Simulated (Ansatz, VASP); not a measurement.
Li in VASP and in Ansatz

Contents of INCAR:

```
SYSTEM = Li
PREC = Accurate
ENCUT = 750
EDIFF = 1E-6
ISMEAR = 0
SIGMA = 0.1
LREAL = .FALSE.
LASPH = .TRUE.
NELM = 120
ALGO = Normal
ISIF = 2
LWAVE = .FALSE.
LCHARG = .FALSE.
GGA = PE
IVDW = 12
NBANDS = 8
GGA_COMPAT = .FALSE.
```

KPOINTS

```
regular mesh
0
G
  8 8 8
  0 0 0
```

POSCAR

```
Li
1.0
   -1.7196562300      1.7196562300      1.7196562300
    1.7196562300     -1.7196562300      1.7196562300
    1.7196562300      1.7196562300     -1.7196562300
Li
1
Direct
    0.0000000000      0.0000000000      0.0000000000
```

Input for Ansatz:

```yaml
crystal:
  lattice:
    - [-1.71965623, 1.71965623, 1.71965623]
    - [1.71965623, -1.71965623, 1.71965623]
    - [1.71965623, 1.71965623, -1.71965623]
  atoms:
    - { symbol: Li, position: [0.0, 0.0, 0.0] }
basis:
  ecutwfc: 420
kpoints:
  mp_grid: { grid: [8, 8, 8] }
hamiltonian:
  xc: pbe
  dispersion: d3bj
scf:
  occupations: { method: gaussian, width: 0.1 }
output:
  forces: true
  stress: true
  eigenvalues: true
```

Alike in both runs: task single point; functional PBE; dispersion D3(BJ); k mesh 8 × 8 × 8; occupations gaussian, width 0.1 eV; no spin polarisation.

|  | VASP | Ansatz |
| --- | --- | --- |
| version | VASP 6.6.1 | Ansatz 0.2.0 |
| potentials or method | VASP PAW PBE potentials, release 64 (Li_sv), cutoff 750 eV | scalar-relativistic, plane waves, PAW |
| valence electrons in the cell | 3 | 3 |

|  | VASP | Ansatz | Ansatz less VASP |
| --- | --- | --- | --- |
| gap on the k mesh at the Fermi level (eV) | none | none | - |
| pressure (GPa) | -1.4 | -1.3 | +0.11 |

A gap of «none» marks a metal or a gap that the smearing closes.
